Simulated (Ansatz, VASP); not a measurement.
## One calculation of Al2O3, two programs

The input INCAR:

```
SYSTEM = Al2O3
PREC     = Accurate       ! precision mode
ENCUT    = 520            ! plane-wave cutoff, eV
EDIFF    = 1E-7           ! SCF threshold, eV
ISMEAR   = 0              ! smearing method
SIGMA    = 0.05           ! smearing width, eV
LREAL    = .FALSE.        ! projectors in reciprocal space
LASPH    = .TRUE.         ! aspherical terms in the spheres
NELM     = 60             ! most SCF steps
ALGO     = Normal         ! electronic algorithm
ISIF     = 2              ! what is computed and relaxed
LWAVE    = .FALSE.        ! write WAVECAR
LCHARG   = .TRUE.         ! write CHGCAR
GGA      = PE             ! functional
LELF     = .TRUE.         ! ELF
LVHAR    = .TRUE.       
NBANDS   = 35             ! bands
```

KPOINTS

```
Automatic mesh
0
G
  6 6 6
  0 0 0
```

File POSCAR:

```
Al2O3
1.0
    2.3058545897      1.3312857681      4.7543647167
   -2.3058545897      1.3312857681      4.7543647167
    0.0000000000     -2.6625715361      4.7543647167
Al O
4 6
Direct
    0.8597505612      0.8597505612      0.8597505612
    0.6402494388      0.6402494388      0.6402494388
    0.1402494388      0.1402494388      0.1402494388
    0.3597505612      0.3597505612      0.3597505612
    0.0561574040      0.4438425960      0.7500000000
    0.7500000000      0.0561574040      0.4438425960
    0.4438425960      0.7500000000      0.0561574040
    0.9438425960      0.5561574040      0.2500000000
    0.2500000000      0.9438425960      0.5561574040
    0.5561574040      0.2500000000      0.9438425960
```

Input for Ansatz:

```yaml
crystal:
  lattice:
    - [2.3058545897, 1.3312857681, 4.7543647167]
    - [-2.3058545897, 1.3312857681, 4.7543647167]
    - [0.0, -2.6625715361, 4.7543647167]
  atoms:
    - { symbol: Al, position: [0.8597505612, 0.8597505612, 0.8597505612] }
    - { symbol: Al, position: [0.6402494388, 0.6402494388, 0.6402494388] }
    - { symbol: Al, position: [0.1402494388, 0.1402494388, 0.1402494388] }
    - { symbol: Al, position: [0.3597505612, 0.3597505612, 0.3597505612] }
    - { symbol: O, position: [0.056157404, 0.443842596, 0.75] }
    - { symbol: O, position: [0.75, 0.056157404, 0.443842596] }
    - { symbol: O, position: [0.443842596, 0.75, 0.056157404] }
    - { symbol: O, position: [0.943842596, 0.556157404, 0.25] }
    - { symbol: O, position: [0.25, 0.943842596, 0.556157404] }
    - { symbol: O, position: [0.556157404, 0.25, 0.943842596] }
basis:
  ecutwfc: 520.0
kpoints:
  mp_grid: { grid: [6, 6, 6] }
hamiltonian:
  xc: pbe
  pseudopotentials: { kind: paw, azcp: { folder: soft_1 } }
scf:
  occupations: { method: gaussian, width: 0.05 }
output:
  forces: true
  stress: true
  eigenvalues: true
```

Alike in both runs: task single point; functional PBE; k mesh 6 × 6 × 6; occupations gaussian, width 0.05 eV; no spin polarisation.

|  | VASP | Ansatz |
| --- | --- | --- |
| version | VASP 6.6.1 | Ansatz 0.2.0 |
| potentials or method | VASP PAW PBE potentials, release 64 (Al, O), cutoff 520 eV | scalar-relativistic, plane waves, PAW |
| valence electrons in the cell | 48 | 48 |

```csv
,VASP,Ansatz,Ansatz less VASP
gap on the k mesh at the Fermi level (eV),5.06,5.06,+0.005
least direct gap on the mesh (eV),5.06,5.06,+0.005
pressure (GPa),7.1,7.2,+0.05
"traceless stress, the component that is largest in VASP (GPa)",-35.48,-35.31,+0.176
rms of the force components (eV/Å),0.596,0.589,-0.0071
```

Atom by atom the forces differ by 0.008 eV/Å (rms over components).
